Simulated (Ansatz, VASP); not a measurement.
## One calculation of Si, two programs

```
Si
1.0
     0.00000    2.72400    2.72400
     2.72400    0.00000    2.72400
     2.72400    2.72400    0.00000
Si
2
Direct
  0.50000 0.50000 0.50000
  0.75000 0.75000 0.75000
```

Alike in both runs: task single point; functional PBE; k mesh 8 × 8 × 8; occupations fermi-dirac, width 0.05 eV; no spin polarisation.

|  | VASP | Ansatz |
| --- | --- | --- |
| version | VASP 6.6.1 | Ansatz 0.2.0 |
| potentials or method | VASP PAW PBE potentials, release 64 (Si), cutoff 500 eV | PAW, plane waves, scalar-relativistic |
| valence electrons in the cell | 8 | 8 |

Ansatz gave:

| Property | Result |
| --- | --- |
| pressure (GPa) | 1.1 |

Q: What did VASP give for the same quantities?

A: Pressure (GPa): 1.0.

With one functional, cell and mesh, what is left measures potentials, basis and numerics.
